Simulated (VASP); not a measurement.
# Al (Im-3m) in VASP: settings compared

Al is run at these levels: PBEsol, PBE+D4, PBEsol+D3(BJ), PBEsol+D4, revPBE; tasks: single point.

Everything below comes from runs of VASP 6.6.1. Logs are shortened: lines on timing, memory, paths and dates and some standing lists are left out, and cuts for length are marked.

## 1. The cell of the first run

It takes space group Im-3m (No. 229, cubic). Conventional cell: a = 3.245 Å, b = 3.245 Å, c = 3.245 Å, α = 90.00°, β = 90.00°, γ = 90.00°. Within 3.7 Å of Al (site symmetry m-3m) lie 14 Al at 2.81 to 3.24 Å.

## 2. Single point, PBEsol (volume scaled by 1.06)

INCAR

```
PREC = Accurate
ENCUT = 520
EDIFF = 1E-6
ISMEAR = -1
SIGMA = 0.05
LREAL = False
LASPH = True
NELM = 60
ALGO = Normal
ISIF = 2
LWAVE = False
LCHARG = False
GGA = PS
NBANDS = 8
```

KPOINTS

```
Automatic mesh
0
Gamma
  12 12 12
```

POSCAR

```
Al
1.0
   -1.6224269796      1.6224269796      1.6224269796
    1.6224269796     -1.6224269796      1.6224269796
    1.6224269796      1.6224269796     -1.6224269796
Al
1
Direct
    0.0000000000      0.0000000000      0.0000000000
```

Potentials or basis: VASP PAW PBE potentials, release 64 (Al).

Command:

```
$ cat potpaw_PBE.64/Al/POTCAR > POTCAR
$ mpirun -np 1 vasp_std > vasp.out
```

OUTCAR:

```text
PREC = Accurate
   ENCUT = 520
   EDIFF = 1E-6
   ISMEAR = -1
   LREAL = False
   LASPH = True
   NELM = 60
   ISIF = 2
   GGA = PS

 ion  position               nearest neighbor table
   1  0.000  0.000  0.000-

  LATTYP: Found a body centered cubic cell.
 ALAT       =     3.2448539592

  Lattice vectors:

 A1 = (  -1.6224269796,   1.6224269796,   1.6224269796)
 A2 = (   1.6224269796,  -1.6224269796,   1.6224269796)
 A3 = (   1.6224269796,   1.6224269796,  -1.6224269796)

Analysis of symmetry for initial positions (statically):
=====================================================================
 Subroutine PRICEL returns:
 Original cell was already a primitive cell.

 Routine SETGRP: Setting up the symmetry group for a
 body centered cubic supercell.

 Subroutine GETGRP returns: Found 48 space group operations
[... 9 lines left out ...]

 Routine SETGRP: Setting up the symmetry group for a
 body centered cubic supercell.

 Subroutine GETGRP returns: Found 48 space group operations
[... 11 lines left out ...]
                                     Primitive cell

  volume of cell :      17.0827

  direct lattice vectors                    reciprocal lattice vectors
    -1.622426980  1.622426980  1.622426980     0.000000000  0.308180279  0.308180279
     1.622426980 -1.622426980  1.622426980     0.308180279  0.000000000  0.308180279
     1.622426980  1.622426980 -1.622426980     0.308180279  0.308180279  0.000000000

  length of vectors
     2.810125960  2.810125960  2.810125960     0.435832731  0.435832731  0.435832731

  position of ions in fractional coordinates (direct lattice)
     0.000000000  0.000000000  0.000000000

  ion indices of the primitive-cell ions
   primitive index   ion index
                 1           1

----------------------------------------------------------------------------------------

 KPOINTS: Automatic mesh

Automatic generation of k-mesh.
 Grid dimensions read from file:
 generate k-points for:   12   12   12

 Generating k-lattice:

  Cartesian coordinates                     Fractional coordinates (reciprocal lattice)
     0.000000000  0.025681690  0.025681690     0.083333333  0.000000000  0.000000000
     0.025681690  0.000000000  0.025681690     0.000000000  0.083333333  0.000000000
     0.025681690  0.025681690  0.000000000     0.000000000  0.000000000  0.083333333

  Length of vectors
     0.036319394  0.036319394  0.036319394

  Shift w.r.t. Gamma in fractional coordinates (k-lattice)
     0.000000000  0.000000000  0.000000000

 Subroutine IBZKPT returns following result:
 ===========================================

 Found     72 irreducible k-points:

 Following reciprocal coordinates:
            Coordinates               Weight
  0.000000  0.000000  0.000000      1.000000
  0.083333  0.000000  0.000000     12.000000
  0.166667  0.000000  0.000000     12.000000
  0.250000  0.000000  0.000000     12.000000
  0.333333  0.000000  0.000000     12.000000
  0.416667  0.000000  0.000000     12.000000
[... 16 lines left out ...]
  0.333333  0.083333  0.083333     24.000000
  0.416667  0.083333  0.083333     12.000000
 [... further k-points ...]
   k-points           NKPTS =     72   k-points in BZ     NKDIM =     72   number of bands    NBANDS=      8
   number of dos      NEDOS =    301   number of ions     NIONS =      1
   total plane-waves  NPLWV =  13824
   dimension x,y,z NGX =    24 NGY =   24 NGZ =   24
   dimension x,y,z NGXF=    48 NGYF=   48 NGZF=   48
   ions per type =               1
   NGX,Y,Z   is equivalent  to a cutoff of  14.20, 14.20, 14.20 a.u.
   NGXF,Y,Z  is equivalent  to a cutoff of  28.40, 28.40, 28.40 a.u.
 SYSTEM =  unknown system
   PREC   = accura    normal or accurate (medium, high low for compatibility)
   ISTART =      0    job   : 0-new  1-cont  2-samecut
   ICHARG =      2    charge: 1-file 2-atom 10-const
   ISPIN  =      1    spin polarized calculation?
   LNONCOLLINEAR =      F non collinear calculations
   LSORBIT =      F    spin-orbit coupling
   LASPH  =      T    aspherical Exc in radial PAW
   ENCUT  =  520.0 eV  38.22 Ry    6.18 a.u.   5.22  5.22  5.22*2*pi/ulx,y,z
   NELM   =     60;   NELMIN=  2; NELMDL= -5     # of ELM steps
   EDIFF  = 0.1E-05   stopping-criterion for ELM
   LREAL  =      F    real-space projection
   EDIFFG = 0.1E-04   stopping-criterion for IOM
   NSW    =      0    number of steps for IOM
   IBRION =     -1    ionic relax: 0-MD 1-quasi-New 2-CG
   NFREE  =      0    steps in history (QN), initial steepest desc. (CG)
   ISIF   =      2    stress and relaxation
   ISYM   =      2    0-nonsym 1-usesym 2-fastsym
   POTIM  = 0.5000    time-step for ionic-motion
   TEBEG  =    0.0;   TEEND  =   0.0 temperature during run
   PSTRESS=    0.0 pullay stress
   NELECT =       3.0000    total number of electrons
   NUPDOWN=      -1.0000    fix difference up-down
   EMIN   =  10.00;   EMAX   =-10.00  energy-range for DOS
[... 5 lines left out ...]
     AMIX     =   0.40;   BMIX     =  1.00
     AMIX_MAG =   1.60;   BMIX_MAG =  1.00
  volume/ion in A,a.u.               =      17.08       115.28
  Fermi-wavevector in a.u.,A,eV,Ry     =   0.916776  1.732456 11.435411  0.840479
  Thomas-Fermi vector in A             =   2.041670
   LORBIT       =      0    0 simple, 1 ext, 2 COOP (PROOUT), +10 PAW based schemes
   GGA     = PS    functional components
   LHFCALC =     F    Hartree Fock is set to
   AEXX    =    0.0000 exact exchange contribution
   IVDW    =     0    specifies the selected vdW correction
   LEPSILON=     F    determine dielectric tensor
   LRPA    =     F    only Hartree local field effects (RPA)
 non-spin polarized calculation
  energy-cutoff  :      520.00
  volume of cell :       17.08
 maximum number of plane-waves:       474
 NGX is ok and might be reduce to    24
   NGX = 11   NGY = 11   NGZ = 11

 number of electron       3.0000000 magnetization

 Free energy of the ion-electron system (eV)
  ---------------------------------------------------
  ext. energy  EPLUGINS =         0.00000000
  ---------------------------------------------------
  free energy    TOTEN  =        -3.98740426 eV

  energy without entropy =       -3.98339802  energy(sigma->0) =       -3.98540114

 E-fermi :   7.5580     XC(G=0): -10.1347

 val. band max:        7.5439605797   @ k =   0.3333   0.2500   0.0833
 cond. band min:       7.6303103074   @ k =  -0.4167   0.4167   0.2500
 fundamental gap:      0.0863497277
 Fermi energy:         7.5580166147

 k-point     1 :       0.0000    0.0000    0.0000
  band No.  band energies     occupation
      1      -3.2944      2.00000
      2      20.6281      0.00000
      3      20.6281      0.00000
      4      20.6281      0.00000
      5      21.7721      0.00000
      6      21.7721      0.00000
      7      21.7721      0.00000
      8      23.6121      0.00000

 k-point     2 :       0.0833    0.0000    0.0000
  band No.  band energies     occupation
      1      -3.0991      2.00000
      2      18.4249      0.00000
      3      19.3623      0.00000
      4      19.8998      0.00000
      5      21.1063      0.00000
      6      22.2632      0.00000
      7      22.7715      0.00000
      8      23.3635      0.00000

 k-point     3 :       0.1667    0.0000    0.0000
  band No.  band energies     occupation
      1      -2.5150      2.00000
      2      15.0881      0.00000
      3      17.9757      0.00000
      4      18.5910      0.00000
      5      19.8928      0.00000
      6      21.1077      0.00000
      7      23.7505      0.00000
      8      24.0139      0.00000

 k-point     4 :       0.2500    0.0000    0.0000
  band No.  band energies     occupation
      1      -1.5466      2.00000
      2      11.7958      0.00000
      3      16.8856      0.00000
      4      17.3988      0.00000
      5      18.7978      0.00000
      6      20.1277      0.00000
      7      24.7546      0.00000
      8      24.9130      0.00000

 k-point     5 :       0.3333    0.0000    0.0000
  band No.  band energies     occupation
      1      -0.2013      2.00000
      2       8.7510      0.00000
      3      16.1078      0.00000
      4      16.5024      0.00000
      5      17.9814      0.00000
      6      19.3643      0.00000
      7      25.7923      0.00000
      8      26.3274      0.00000

 k-point     6 :       0.4167    0.0000    0.0000
  band No.  band energies     occupation
      1       1.5096      2.00000
      2       6.0116      2.00000
      3      15.6423      0.00000
      4      15.9533      0.00000
      5      17.4838      0.00000
      6      18.8791      0.00000
      7      27.0294      0.00000
      8      27.9378      0.00000

 k-point     7 :       0.5000    0.0000    0.0000
  band No.  band energies     occupation
      1       3.4043      2.00000
      2       3.7730      2.00000
      3      15.4874      0.00000
      4      15.7688      0.00000
      5      17.3170      0.00000
      6      18.7130      0.00000
      7      27.8592      0.00000
      8      29.0381      0.00000

 k-point     8 :       0.0833    0.0833    0.0000
  band No.  band energies     occupation
      1      -2.7095      2.00000
      2      16.8100      0.00000
      3      16.9185      0.00000
      4      18.7450      0.00000
      5      21.2775      0.00000
      6      21.6141      0.00000
      7      23.2765      0.00000
      8      23.8177      0.00000

 k-point     9 :       0.1667    0.0833    0.0000
  band No.  band energies     occupation
      1      -1.9332      2.00000
      2      13.5349      0.00000
      3      15.5397      0.00000
      4      17.5285      0.00000
      5      20.3224      0.00000
      6      21.5671      0.00000
      7      23.3129      0.00000
      8      25.3957      0.00000

 k-point    10 :       0.2500    0.0833    0.0000
  band No.  band energies     occupation
      1      -0.7763      2.00000
      2      10.3673      0.00000
      3      14.5141      0.00000
      4      16.5554      0.00000
      5      19.3642      0.00000
      6      21.2005      0.00000
      7      23.8945      0.00000
      8      26.9538      0.00000
[... 78 lines left out ...]
 k-point    18 :       0.3333    0.2500    0.0000
  band No.  band energies     occupation
      1       3.7505      2.00000
      2       6.0006      2.00000
      3       8.2584      0.00000
      4      14.6956      0.00000
      5      21.3294      0.00000
      6      23.2263      0.00000
      7      24.9707      0.00000
      8      28.1659      0.00000

 k-point    19 :       0.3333    0.3333    0.0000
  band No.  band energies     occupation
      1       5.5831      2.00000
      2       5.5831      2.00000
      3       6.3233      2.00000
      4      14.5314      0.00000
      5      23.0592      0.00000
      6      23.0592      0.00000
      7      23.2797      0.00000
      8      30.6056      0.00000

 k-point    20 :       0.0833    0.0833    0.0833
  band No.  band energies     occupation
      1      -2.1269      2.00000
      2      15.3247      0.00000
      3      15.3247      0.00000
      4      15.6747      0.00000
      5      23.1067      0.00000
      6      23.1067      0.00000
      7      23.5417      0.00000
      8      23.5417      0.00000

 k-point    21 :       0.1667    0.0833    0.0833
  band No.  band energies     occupation
      1      -1.1610      2.00000
      2      12.1318      0.00000
      3      14.0942      0.00000
      4      14.4677      0.00000
      5      22.5096      0.00000
      6      22.8713      0.00000
      7      24.8266      0.00000
      8      24.8901      0.00000

 k-point    22 :       0.2500    0.0833    0.0833
  band No.  band energies     occupation
      1       0.1808      2.00000
      2       9.1058      0.00000
      3      13.1983      0.00000
      4      13.6352      0.00000
      5      21.8457      0.00000
      6      22.2597      0.00000
      7      26.0439      0.00000
      8      26.4633      0.00000

 k-point    23 :       0.3333    0.0833    0.0833
  band No.  band energies     occupation
      1       1.8869      2.00000
      2       6.3777      2.00000
      3      12.6566      0.00000
      4      13.1302      0.00000
      5      21.3936      0.00000
      6      21.8536      0.00000
      7      27.2913      0.00000
      8      28.1490      0.00000

 k-point    24 :       0.4167    0.0833    0.0833
  band No.  band energies     occupation
      1       3.7672      2.00000
      2       4.1554      2.00000
      3      12.4755      0.00000
      4      12.9609      0.00000
      5      21.2368      0.00000
      6      21.7127      0.00000
      7      28.0921      0.00000
      8      29.2557      0.00000

 [... further k-points ...]
[... 5 lines left out ...]
  --------------------------------------------------------------------------------------
  -------------------------------------------------------------------------------------
  Total       -0.2107461     -0.2107461     -0.2107461     -0.0000000      0.0000000     -0.0000000
  in kB      -19.7658080    -19.7658080    -19.7658080     -0.0000000      0.0000000     -0.0000000
  external PRESSURE =     -19.7658080 kB  Pullay stress =       0.0000000 kB

 VOLUME and BASIS-vectors are now :
 -----------------------------------------------------------------------------
  energy-cutoff  :      520.00
  volume of cell :       17.08
      direct lattice vectors                 reciprocal lattice vectors
    -1.622426980  1.622426980  1.622426980     0.000000000  0.308180279  0.308180279
     1.622426980 -1.622426980  1.622426980     0.308180279  0.000000000  0.308180279
     1.622426980  1.622426980 -1.622426980     0.308180279  0.308180279  0.000000000

 POSITION                                       TOTAL-FORCE (eV/Angst)
 -----------------------------------------------------------------------------------
      0.00000      0.00000      0.00000         0.000000     -0.000000      0.000000
 -----------------------------------------------------------------------------------
    total drift:                               -0.000000     -0.000000     -0.000000

  FREE ENERGIE OF THE ION-ELECTRON SYSTEM (eV)
  ---------------------------------------------------
  free  energy   TOTEN  =        -3.9874042577 eV

  energy  without entropy=       -3.9833980249  energy(sigma->0) =       -3.98540114
```

It took 2.6 s on 1 thread of Intel Xeon 6975P-C (Granite Rapids), shared host; peak memory 0.13 GiB.

Results:

| Quantity | Value |
| --- | --- |
| Free energy | -3.9874 eV |
| Pressure | -2.0 GPa |

Caveat: the cell differs from its parent crystal (volume scaled by 1.06); the PAW data sets were made with another functional, which shifts forces and pressure a little.

## 3. Single point, PBE+D4

This run uses another cell than the first one, of 16.21 Å³/atom, 0.949 times its volume.

INCAR

```
SYSTEM = Al
  PREC = Accurate
  ENCUT = 520
  EDIFF = 1E-6
  ISMEAR = -1
  SIGMA = 0.05
  LREAL = .False.
  LASPH = .True.
  NELM = 60
  ALGO = Fast
  ISIF = 2
  LWAVE = .False.
  LCHARG = .False.
  GGA = PE
  IVDW = 13
  NBANDS = 8
```

KPOINTS

```
Automatic mesh
0
Gamma
  12 12 12
  0 0 0
```

POSCAR

```
Al
1.0
   -1.5943432457      1.5943432457      1.5943432457
    1.5943432457     -1.5943432457      1.5943432457
    1.5943432457      1.5943432457     -1.5943432457
Al
1
Direct
    0.0000000000      0.0000000000      0.0000000000
```

Potentials or basis: VASP PAW PBE potentials, release 64 (Al).

Command:

```
$ cat potpaw_PBE.64/Al/POTCAR > POTCAR
$ mpirun -np 1 vasp_std > vasp.out
```

It took 3.4 s on 1 thread of Intel Xeon 6975P-C (Granite Rapids), shared host; peak memory 0.13 GiB.

It converged, with:

- Free energy: -3.9887 eV
- Pressure: 0.0 GPa
- Dispersion energy per atom: -0.349 eV

Levels at points of the mesh, in eV from the Fermi level:
```csv
k point,band 1,band 2,band 3,band 4,band 5,band 6
"(0.00, 0.00, 0.00)",-11.24,13.40,13.40,13.40,14.98,14.98
"(0.50, 0.00, 0.00)",-4.37,-3.86,8.32,8.33,10.12,11.59
"(0.50, 0.50, 0.50)",1.92,1.92,1.92,2.98,2.98,5.82
```

Caveat: pairwise dispersion overbinds metals, which lowers pressure and volume.

[end of part 1 of 3]
